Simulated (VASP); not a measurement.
# CuI (F-43m) in VASP: notebook, part 2 of 2

VASP 6.6.1. Earlier steps stand in the parts before.

**3. Single point, r2SCAN (26.51 Å³/atom)**

This run uses another cell than the first one, of 26.51 Å³/atom.

File POSCAR:

```
CuI
1.0
    0.0000000000      2.9816160663      2.9816160663
    2.9816160663      0.0000000000      2.9816160663
    2.9816160663      2.9816160663      0.0000000000
Cu I
1 1
Direct
    0.2500000000      0.2500000000      0.2500000000
    0.0000000000      0.0000000000      0.0000000000
```

File INCAR.step1:

```
PREC = Accurate
ENCUT = 660
ISMEAR = 0
SIGMA = 0.01
LREAL = F
LASPH = T
NELM = 120
NBANDS = 16
GGA = PE
ALGO = Normal
EDIFF = 1E-5
LWAVE = T
LCHARG = F
GGA_COMPAT = F
```

File INCAR.step2:

```
PREC = Accurate
ENCUT = 660
EDIFF = 1E-6
ISMEAR = 0
SIGMA = 0.01
LREAL = F
LASPH = T
NELM = 120
ALGO = Normal
ISIF = 2
LWAVE = F
LCHARG = F
METAGGA = R2SCAN
LMIXTAU = T
NBANDS = 16
ISTART = 1
GGA_COMPAT = F
```

File KPOINTS:

```
Automatic mesh
0
Gamma
  6 6 6
```

Potentials or basis: VASP PAW PBE potentials, release 64 (Cu, I).

The run is started by

```console
$ cat potpaw_PBE.64/Cu/POTCAR potpaw_PBE.64/I/POTCAR > POTCAR
$ cp INCAR.step1 INCAR
$ mpirun -np 1 vasp_std > vasp.out
$ cp INCAR.step2 INCAR
$ mpirun -np 1 vasp_std > vasp.out
```

OUTCAR:

```text
PREC = Accurate
   ENCUT = 660
   EDIFF = 1E-6
   ISMEAR = 0
   LREAL = F
   LASPH = T
   NELM = 120
   ISIF = 2
   METAGGA = R2SCAN
   ISTART = 1

 ion  position               nearest neighbor table
   1  0.250  0.250  0.250-   2 2.58   2 2.58   2 2.58   2 2.58
   2  0.000  0.000  0.000-   1 2.58   1 2.58   1 2.58   1 2.58

  LATTYP: Found a face centered cubic cell.
 ALAT       =     5.9632321326

  Lattice vectors:

 A1 = (   0.0000000000,   2.9816160663,   2.9816160663)
 A2 = (   2.9816160663,   0.0000000000,   2.9816160663)
 A3 = (   2.9816160663,   2.9816160663,   0.0000000000)

Analysis of symmetry for initial positions (statically):
=====================================================================
 Subroutine PRICEL returns:
 Original cell was already a primitive cell.

 Routine SETGRP: Setting up the symmetry group for a
 face centered cubic supercell.

 Subroutine GETGRP returns: Found 24 space group operations
 (whereof 24 operations were pure point group operations)
 out of a pool of 48 trial point group operations.

The static configuration has the point symmetry T_d .

Analysis of symmetry for dynamics (positions and initial velocities):
=====================================================================
 Subroutine PRICEL returns:
 Original cell was already a primitive cell.

 Routine SETGRP: Setting up the symmetry group for a
 face centered cubic supercell.

 Subroutine GETGRP returns: Found 24 space group operations
 (whereof 24 operations were pure point group operations)
 out of a pool of 48 trial point group operations.

The dynamic configuration has the point symmetry T_d .

 Subroutine INISYM returns: Found 24 space group operations
 (whereof 24 operations are pure point group operations),
 and found     1 'primitive' translations
[... 99 lines left out ...]
   EMIN   =  10.00;   EMAX   =-10.00  energy-range for DOS
   EFERMI =   0.00;   METHOD = LEGACY
   ISMEAR =     0;   SIGMA  =   0.01  broadening in eV -4-tet -1-fermi 0-gaus
   EFERMI_NEDOS =   21; number of points for ismear=-14 and -15
   IALGO  =     38    algorithm
   IMIX   =      4    mixing-type and parameters
     AMIX     =   0.40;   BMIX     =  1.00
     AMIX_MAG =   1.60;   BMIX_MAG =  1.00
  volume/ion in A,a.u.               =      26.51       178.88
  Fermi-wavevector in a.u.,A,eV,Ry     =   1.142100  2.158255 17.747321  1.304391
  Thomas-Fermi vector in A             =   2.278798
   LORBIT       =      0    0 simple, 1 ext, 2 COOP (PROOUT), +10 PAW based schemes
   METAGGA = R2SCAN    functional components
   LHFCALC =     F    Hartree Fock is set to
   AEXX    =    0.0000 exact exchange contribution
   IVDW    =     0    specifies the selected vdW correction
   LEPSILON=     F    determine dielectric tensor
   LRPA    =     F    only Hartree local field effects (RPA)
 non-spin polarized calculation
 Gauss-broadening in eV      SIGMA  =   0.01
  energy-cutoff  :      660.00
  volume of cell :       53.01
 maximum number of plane-waves:      2085
   NGX = 17   NGY = 17   NGZ = 17

 number of electron      17.9999991 magnetization

 Free energy of the ion-electron system (eV)
  ---------------------------------------------------
  ext. energy  EPLUGINS =         0.00000000
  ---------------------------------------------------
  free energy    TOTEN  =       -35.78893282 eV

  energy without entropy =      -35.78893282  energy(sigma->0) =      -35.78893282

 E-fermi :   4.8967     XC(G=0):  -9.6966

 val. band max:        4.8136706539   @ k =   0.0000   0.0000   0.0000
 cond. band min:       6.5793144839   @ k =   0.0000   0.0000   0.0000
 fundamental gap:      1.7656438301
 Fermi energy:         4.8966759899

 k-point     1 :       0.0000    0.0000    0.0000
  band No.  band energies     occupation
      1      -9.9905      2.00000
      2       0.7780      2.00000
      3       0.7780      2.00000
      4       0.7780      2.00000
      5       2.7613      2.00000
      6       2.7613      2.00000
[... 281 lines left out ...]
      3       0.0896      2.00000
      4       0.5874      2.00000
      5       2.6894      2.00000
      6       2.7057      2.00000
[... 8 lines left out ...]
     15      17.0562      0.00000
     16      17.7466      0.00000

------------------------ aborting loop because EDIFF is reached ----------------------------------------

  FORCE on cell =-STRESS in cart. coord.  units (eV):
  Direction    XX          YY          ZZ          XY          YZ          ZX
  --------------------------------------------------------------------------------------
  -------------------------------------------------------------------------------------
  Total        0.4511410      0.4511410      0.4511410     -0.0000000     -0.0000000     -0.0000000
  in kB       13.6344527     13.6344527     13.6344527     -0.0000000     -0.0000000     -0.0000000
  external PRESSURE =      13.6344527 kB  Pullay stress =       0.0000000 kB

 VOLUME and BASIS-vectors are now :
 -----------------------------------------------------------------------------
  energy-cutoff  :      660.00
  volume of cell :       53.01
      direct lattice vectors                 reciprocal lattice vectors
     0.000000000  2.981616066  2.981616066    -0.167694294  0.167694294  0.167694294
     2.981616066  0.000000000  2.981616066     0.167694294 -0.167694294  0.167694294
     2.981616066  2.981616066  0.000000000     0.167694294  0.167694294 -0.167694294

 POSITION                                       TOTAL-FORCE (eV/Angst)
 -----------------------------------------------------------------------------------
      1.49081      1.49081      1.49081        -0.000000     -0.000000     -0.000000
      0.00000      0.00000      0.00000         0.000000      0.000000      0.000000
 -----------------------------------------------------------------------------------
    total drift:                               -0.000000     -0.000000     -0.000000

  FREE ENERGIE OF THE ION-ELECTRON SYSTEM (eV)
  ---------------------------------------------------
  free  energy   TOTEN  =       -35.7889328161 eV

  energy  without entropy=      -35.7889328161  energy(sigma->0) =      -35.78893282
```

Wall time 55 s (1 thread of Intel Xeon Platinum 8375C at 2.90GHz (Ice Lake), shared host); peak memory 0.22 GiB.

What came out:

```
Free energy            : -35.7889 eV
Pressure               : 1.4 GPa
Band gap on the k mesh : 1.77 eV
```

Caveat: the PAW data sets were made with another functional, which shifts forces and pressure a little; spin-orbit coupling is left out, which moves the levels of the heavy elements. r2SCAN opens gaps a little over a GGA but as a rule still falls short of measured ones.
